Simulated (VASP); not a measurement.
Wanted: the native input for a VASP 6.6.1 run.

| Property | Result |
| --- | --- |
| Task | single point |
| Functional | PBE |
| Dispersion | D3(BJ) |
| Potentials or basis | VASP PAW PBE potentials, release 64 (Hf_pv, O) |
| Cutoff | 520 eV |
| k mesh | 6 × 6 × 4 |
| Occupations | gaussian, width 0.01 eV |
| Spin | no spin polarisation |
| Dipole correction | no |
| Further INCAR settings | ALGO = Normal; EDIFF = 1e-06; NBANDS = 31 |

The structure of HfO2 lies in POSCAR:

```
HfO2
1.0
    3.6163585655      0.0000000000      0.0000000000
    0.0000000000      3.6163585655      0.0000000000
    0.0000000000      0.0000000000      5.2566596620
Hf O
2 4
Direct
    0.5000000000      0.5000000000      0.5000000000
    0.0000000000      0.0000000000      0.0000000000
    0.0000000000      0.5000000000      0.6972100000
    0.5000000000      0.0000000000      0.8027900000
    0.5000000000      0.0000000000      0.3027900000
    0.0000000000      0.5000000000      0.1972100000
```

The input as run:

INCAR

```
PREC = Accurate
ENCUT = 520
EDIFF = 1E-6
ISMEAR = 0
SIGMA = 0.01
LREAL = F
LASPH = T
NELM = 80
ALGO = Normal
ISIF = 2
LWAVE = F
LCHARG = T
GGA = PE
IVDW = 12
LELF = T
LVHAR = T
NBANDS = 31
```

KPOINTS

```
Automatic mesh
0
Gamma
  6 6 4
```

Potentials or basis: VASP PAW PBE potentials, release 64 (Hf_pv, O).

Command:

```console
$ cat potpaw_PBE.64/Hf_pv/POTCAR potpaw_PBE.64/O/POTCAR > POTCAR
$ mpirun -np 1 vasp_std > vasp.out
```

Results of the run:

```
Pressure                   : -8.8 GPa
Largest force              : 0.169 eV/Å
Band gap on the k mesh     : 4.56 eV (least direct gap 4.63 eV)
Dispersion energy per atom : -0.227 eV
```

Caveat: the cell stands under tension; spin-orbit coupling is left out, which moves the levels of the heavy elements.

Run time: 38 s on 1 thread of AMD EPYC 9R45 96-Core Processor (Zen 5), with other jobs on the host, peak memory 0.19 GiB.
